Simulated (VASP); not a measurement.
# Sb in VASP: single point with PBE+D3(BJ)

Aim: the single point of Sb with PBE+D3(BJ).

Program: VASP 6.6.1. These are calculated values, not measurements. Logs are shortened: lines on timing, memory, paths and dates and some standing lists are left out, and cuts for length are marked.

## (1) The cell of the first run

The cell holds a slab with vacuum, 2 atoms: a = 4.069 Å, b = 4.069 Å, c = 26.870 Å, α = 90.00°, β = 90.00°, γ = 120.00°.

## (2) Single point, PBE+D3(BJ)

The input, INCAR:

```
ALGO = Normal ; DIPOL = 0.5 0.5 0.316
EDIFF = 1E-6 ; ENCUT = 400
GGA = PE ; GGA_COMPAT = False
IDIPOL = 3 ; ISIF = 2
ISMEAR = 0 ; IVDW = 12
LASPH = True ; LCHARG = False
LDIPOL = True ; LREAL = False
LWAVE = False ; NBANDS = 12
NELM = 120 ; NELMDL = -8
PREC = Accurate ; SIGMA = 0.04
```

The input, KPOINTS:

```
k-points
0
Gamma
  12 12 1
```

The input, POSCAR:

```
Sb
1.0
    4.0685005145      0.0000000000      0.0000000000
   -2.0342502572      3.5234248009      0.0000000000
    0.0000000000      0.0000000000     26.8700000000
Sb
2
Direct
    0.3333333333      0.6666666667      0.2854168360
    0.6666666667      0.3333333333      0.3468613465
```

Potentials or basis: VASP PAW PBE potentials, release 64 (Sb).

Run with:

```sh
> cat potpaw_PBE.64/Sb/POTCAR > POTCAR
> mpirun -np 1 vasp_std > vasp.out
```

OUTCAR:

```text
EDIFF = 1E-6
   ENCUT = 400
   GGA = PE
   ISIF = 2
   ISMEAR = 0
   IVDW = 12
   LASPH = True
   LREAL = False
   NELM = 120
   NELMDL = -8
   PREC = Accurate
 IVDW          = 12

 ion  position               nearest neighbor table
   1  0.333  0.667  0.285-   2 2.87   2 2.87   2 2.87
   2  0.667  0.333  0.347-   1 2.87   1 2.87   1 2.87

  LATTYP: Found a hexagonal cell.
 ALAT       =     4.0685005145
 C/A-ratio  =     6.6043988207

  Lattice vectors:

 A1 = (   4.0685005145,   0.0000000000,   0.0000000000)
 A2 = (  -2.0342502572,   3.5234248009,   0.0000000000)
 A3 = (   0.0000000000,   0.0000000000,  26.8700000000)

Analysis of symmetry for initial positions (statically):
=====================================================================
 Subroutine PRICEL returns:
 Original cell was already a primitive cell.

 Routine SETGRP: Setting up the symmetry group for a
 hexagonal supercell.

 Subroutine GETGRP returns: Found 12 space group operations
 (whereof  6 operations were pure point group operations)
 out of a pool of 24 trial point group operations.

The static configuration has the point symmetry C_3v.
 The point group associated with its full space group is D_3d.

Analysis of symmetry for dynamics (positions and initial velocities):
=====================================================================
 Subroutine PRICEL returns:
 Original cell was already a primitive cell.

 Routine SETGRP: Setting up the symmetry group for a
 hexagonal supercell.

 Subroutine GETGRP returns: Found 12 space group operations
 (whereof  6 operations were pure point group operations)
 out of a pool of 24 trial point group operations.

The dynamic configuration has the point symmetry C_3v.
 The point group associated with its full space group is D_3d.

 Subroutine INISYM returns: Found 12 space group operations
 (whereof  6 operations are pure point group operations),
 and found     1 'primitive' translations

----------------------------------------------------------------------------------------

                                     Primitive cell

  volume of cell :     385.1829

  direct lattice vectors                    reciprocal lattice vectors
     4.068500515  0.000000000  0.000000000     0.245790801  0.141907385  0.000000000
    -2.034250257  3.523424801  0.000000000     0.000000000  0.283814770  0.000000000
     0.000000000  0.000000000 26.870000000     0.000000000  0.000000000  0.037216226

  length of vectors
     4.068500515  4.068500515 26.870000000     0.283814770  0.283814770  0.037216226

  position of ions in fractional coordinates (direct lattice)
     0.333333333  0.666666667  0.285416836
     0.666666667  0.333333333  0.346861346

  ion indices of the primitive-cell ions
   primitive index   ion index
                 1           1
                 2           2

----------------------------------------------------------------------------------------

 KPOINTS: k-points

Automatic generation of k-mesh.
 Grid dimensions read from file:
 generate k-points for:   12   12    1

 Generating k-lattice:

  Cartesian coordinates                     Fractional coordinates (reciprocal lattice)
     0.020482567  0.011825615  0.000000000     0.083333333  0.000000000  0.000000000
     0.000000000  0.023651231  0.000000000     0.000000000  0.083333333  0.000000000
     0.000000000  0.000000000  0.037216226     0.000000000  0.000000000  1.000000000

  Length of vectors
     0.023651231  0.023651231  0.037216226

  Shift w.r.t. Gamma in fractional coordinates (k-lattice)
     0.000000000  0.000000000  0.000000000

 Subroutine IBZKPT returns following result:
 ===========================================

 Found     19 irreducible k-points:

 Following reciprocal coordinates:
            Coordinates               Weight
  0.000000  0.000000  0.000000      1.000000
  0.083333  0.000000  0.000000      6.000000
  0.166667  0.000000  0.000000      6.000000
  0.250000  0.000000  0.000000      6.000000
  0.333333  0.000000  0.000000      6.000000
  0.416667  0.000000  0.000000      6.000000
[... 11 lines left out ...]
  0.333333  0.250000  0.000000     12.000000
  0.333333  0.333333  0.000000      2.000000
   k-points           NKPTS =     19   k-points in BZ     NKDIM =     19   number of bands    NBANDS=     12
   number of dos      NEDOS =    301   number of ions     NIONS =      2
   total plane-waves  NPLWV = 141120
   dimension x,y,z NGX =    28 NGY =   28 NGZ =  180
   dimension x,y,z NGXF=    56 NGYF=   56 NGZF=  360
   ions per type =               2
   NGX,Y,Z   is equivalent  to a cutoff of  11.44, 11.44, 11.14 a.u.
   NGXF,Y,Z  is equivalent  to a cutoff of  22.88, 22.88, 22.27 a.u.
 SYSTEM =  unknown system
   PREC   = accura    normal or accurate (medium, high low for compatibility)
   ISTART =      0    job   : 0-new  1-cont  2-samecut
   ICHARG =      2    charge: 1-file 2-atom 10-const
   ISPIN  =      1    spin polarized calculation?
   LNONCOLLINEAR =      F non collinear calculations
   LSORBIT =      F    spin-orbit coupling
   LASPH  =      T    aspherical Exc in radial PAW
   ENCUT  =  400.0 eV  29.40 Ry    5.42 a.u.   6.63  6.63 43.82*2*pi/ulx,y,z
   NELM   =    120;   NELMIN=  2; NELMDL= -8     # of ELM steps
   EDIFF  = 0.1E-05   stopping-criterion for ELM
   LREAL  =      F    real-space projection
   EDIFFG = 0.1E-04   stopping-criterion for IOM
   NSW    =      0    number of steps for IOM
   IBRION =     -1    ionic relax: 0-MD 1-quasi-New 2-CG
   NFREE  =      0    steps in history (QN), initial steepest desc. (CG)
   ISIF   =      2    stress and relaxation
   ISYM   =      2    0-nonsym 1-usesym 2-fastsym
   POTIM  = 0.5000    time-step for ionic-motion
   TEBEG  =    0.0;   TEEND  =   0.0 temperature during run
   PSTRESS=    0.0 pullay stress
   NELECT =      10.0000    total number of electrons
   NUPDOWN=      -1.0000    fix difference up-down
   EMIN   =  10.00;   EMAX   =-10.00  energy-range for DOS
   EFERMI =   0.00;   METHOD = LEGACY
   ISMEAR =     0;   SIGMA  =   0.04  broadening in eV -4-tet -1-fermi 0-gaus
   EFERMI_NEDOS =   21; number of points for ismear=-14 and -15
   IALGO  =     38    algorithm
   IMIX   =      4    mixing-type and parameters
     AMIX     =   0.40;   BMIX     =  1.00
     AMIX_MAG =   1.60;   BMIX_MAG =  1.00
  volume/ion in A,a.u.               =     192.59      1299.67
  Fermi-wavevector in a.u.,A,eV,Ry     =   0.484751  0.916047  3.197151  0.234984
  Thomas-Fermi vector in A             =   1.484614
   LORBIT       =      0    0 simple, 1 ext, 2 COOP (PROOUT), +10 PAW based schemes
   GGA     = PE    functional components
   LHFCALC =     F    Hartree Fock is set to
   AEXX    =    0.0000 exact exchange contribution
   IVDW    =    12    specifies the selected vdW correction
   LEPSILON=     F    determine dielectric tensor
   LRPA    =     F    only Hartree local field effects (RPA)
 non-spin polarized calculation
 Gauss-broadening in eV      SIGMA  =   0.04
  energy-cutoff  :      400.00
  volume of cell :      385.18
 maximum number of plane-waves:      7071
 NGX is ok and might be reduce to    28
   NGX = 13   NGY = 13   NGZ = 87

 dipolmoment           0.000000      0.000000     -0.000037 electrons x Angstroem

 number of electron      10.0000000 magnetization

 dipolmoment           0.000000      0.000000      0.000002 electrons x Angstroem

 Free energy of the ion-electron system (eV)
  ---------------------------------------------------
  ext. energy  EPLUGINS =         0.00000000
  ---------------------------------------------------
  free energy    TOTEN  =        -8.10056907 eV

  energy without entropy =       -8.10056907  energy(sigma->0) =       -8.10056907

 E-fermi :  -2.7501     XC(G=0):  -2.0292

 val. band max:       -2.9450979688   @ k =   0.0000   0.0000   0.0000
 cond. band min:      -1.7606811708   @ k =   0.3333   0.0000   0.0000
 fundamental gap:      1.1844167980
 Fermi energy:        -2.7500760936

 k-point     1 :       0.0000    0.0000    0.0000
  band No.  band energies     occupation
      1     -14.4411      2.00000
      2      -9.3772      2.00000
      3      -3.7151      2.00000
      4      -2.9451      2.00000
      5      -2.9451      2.00000
      6      -1.3089      0.00000
      7      -0.1487      0.00000
      8      -0.1487      0.00000
      9       1.2375      0.00000
     10       1.5086      0.00000
     11       1.9586      0.00000
     12       2.2530      0.00000

 k-point     2 :       0.0833    0.0000    0.0000
  band No.  band energies     occupation
      1     -14.3648      2.00000
      2      -9.3681      2.00000
      3      -3.7001      2.00000
      4      -3.6774      2.00000
      5      -3.1240      2.00000
      6      -0.8272      0.00000
      7      -0.2310      0.00000
      8       0.0207      0.00000
      9       1.3451      0.00000
     10       1.5941      0.00000
     11       2.0418      0.00000
     12       2.3395      0.00000

 k-point     3 :       0.1667    0.0000    0.0000
  band No.  band energies     occupation
      1     -14.1383      2.00000
      2      -9.3754      2.00000
      3      -4.8215      2.00000
      4      -3.5990      2.00000
      5      -3.5189      2.00000
      6      -1.1963      0.00000
      7       0.3424      0.00000
      8       0.3759      0.00000
      9       1.5981      0.00000
     10       1.8495      0.00000
     11       2.2837      0.00000
     12       2.5855      0.00000

 k-point     4 :       0.2500    0.0000    0.0000
  band No.  band energies     occupation
      1     -13.7703      2.00000
      2      -9.5124      2.00000
      3      -5.7023      2.00000
      4      -3.9359      2.00000
      5      -3.6054      2.00000
      6      -1.6637      0.00000
      7       0.4898      0.00000
      8       0.5578      0.00000
      9       1.8429      0.00000
     10       2.2368      0.00000
     11       2.6785      0.00000
     12       2.9615      0.00000

 k-point     5 :       0.3333    0.0000    0.0000
  band No.  band energies     occupation
      1     -13.2838      2.00000
      2      -9.9113      2.00000
      3      -6.1202      2.00000
      4      -4.2746      2.00000
      5      -3.8815      2.00000
      6      -1.7607      0.00000
      7       0.0546      0.00000
      8       0.6131      0.00000
      9       2.3303      0.00000
     10       2.4564      0.00000
     11       3.1245      0.00000
     12       3.4573      0.00000
[... 153 lines left out ...]
      1     -12.2116      2.00000
      2     -10.9524      2.00000
      3      -6.2071      2.00000
      4      -5.1618      2.00000
      5      -4.5383      2.00000
      6      -1.0252      0.00000
      7      -0.0339      0.00000
      8       0.2396      0.00000
      9       2.4552      0.00000
     10       4.1289      0.00000
     11       4.2910      0.00000
     12       4.4295      0.00000

 k-point    17 :       0.2500    0.2500    0.0000
  band No.  band energies     occupation
      1     -12.5616      2.00000
      2     -10.5330      2.00000
      3      -6.1136      2.00000
      4      -5.6000      2.00000
      5      -4.1104      2.00000
      6      -1.0602      0.00000
      7      -0.2927      0.00000
      8       0.9331      0.00000
      9       3.1646      0.00000
     10       3.3029      0.00000
     11       3.7926      0.00000
     12       3.8291      0.00000

 k-point    18 :       0.3333    0.2500    0.0000
  band No.  band energies     occupation
      1     -12.0437      2.00000
      2     -11.0461      2.00000
      3      -6.4519      2.00000
      4      -5.2279      2.00000
      5      -4.5112      2.00000
      6      -1.3851      0.00000
      7       0.1816      0.00000
      8       0.7049      0.00000
      9       3.2927      0.00000
     10       3.8117      0.00000
     11       4.0905      0.00000
     12       4.5324      0.00000

 k-point    19 :       0.3333    0.3333    0.0000
  band No.  band energies     occupation
      1     -11.5322      2.00000
      2     -11.5322      2.00000
      3      -6.6298      2.00000
      4      -4.8606      2.00000
      5      -4.8606      2.00000
      6      -1.5939      0.00000
      7       0.5708      0.00000
      8       0.5708      0.00000
      9       3.5793      0.00000
     10       4.3753      0.00000
     11       4.3753      0.00000
     12       4.8331      0.00000

------------------------ aborting loop because EDIFF is reached ----------------------------------------

 vacuum level on the upper side and lower side of the slab       (xc-potential included)        -0.008        -0.009

 Edisp (eV)   -0.47321

 E8    (eV) :    -0.2355

  FORCE on cell =-STRESS in cart. coord.  units (eV):
  Direction    XX          YY          ZZ          XY          YZ          ZX
  --------------------------------------------------------------------------------------
  -------------------------------------------------------------------------------------
  Total       0.01400     0.01400     0.12767     0.00000    -0.00000     0.00000
  in kB       0.05822     0.05822     0.53106     0.00000    -0.00000     0.00000
  external pressure =        0.22 kB  Pullay stress =        0.00 kB

 VOLUME and BASIS-vectors are now :
 -----------------------------------------------------------------------------
  energy-cutoff  :      400.00
  volume of cell :      385.18
      direct lattice vectors                 reciprocal lattice vectors
     4.068500515  0.000000000  0.000000000     0.245790801  0.141907385  0.000000000
    -2.034250257  3.523424801  0.000000000     0.000000000  0.283814770  0.000000000
     0.000000000  0.000000000 26.870000000     0.000000000  0.000000000  0.037216226

 POSITION                                       TOTAL-FORCE (eV/Angst)
 -----------------------------------------------------------------------------------
     -0.00000      2.34895      7.66915         0.000000      0.000000     -0.080991
      2.03425      1.17447      9.32016        -0.000000     -0.000000      0.080991
 -----------------------------------------------------------------------------------
    total drift:                               -0.000000      0.000000      0.000006

  FREE ENERGIE OF THE ION-ELECTRON SYSTEM (eV)
  ---------------------------------------------------
  free  energy   TOTEN  =        -8.5737775909 eV

  energy  without entropy=       -8.5737775909  energy(sigma->0) =       -8.57377759

 vacuum level on the upper side and lower side of the slab         1.777         1.777
```

Wall time 2.1 min (1 thread of AMD EPYC 7R13, shared host); peak memory 0.32 GiB.

What came out:

* Free energy: -8.5738 eV
* Largest force: 0.081 eV/Å
* Band gap on the k mesh: 1.18 eV, indirect (least direct gap 1.64 eV)
* Dispersion energy per atom: -0.237 eV

Forces in eV/Å, atoms in the order of the input:
```
Sb   0.000  0.000 -0.081
Sb   0.000  0.000  0.081
```

Levels at points of the mesh, in eV from the valence-band top:
| k point | band 3 | band 4 | band 5 | band 6 | band 7 | band 8 |
| --- | --- | --- | --- | --- | --- | --- |
| (0.00, 0.00, 0.00) | -0.77 | 0.00 | 0.00 | 1.64 | 2.80 | 2.80 |
| (0.50, 0.00, 0.00) | -3.10 | -1.62 | -1.60 | 1.58 | 2.32 | 3.52 |

Caveat: spin-orbit coupling is left out, which moves the levels of the heavy elements.
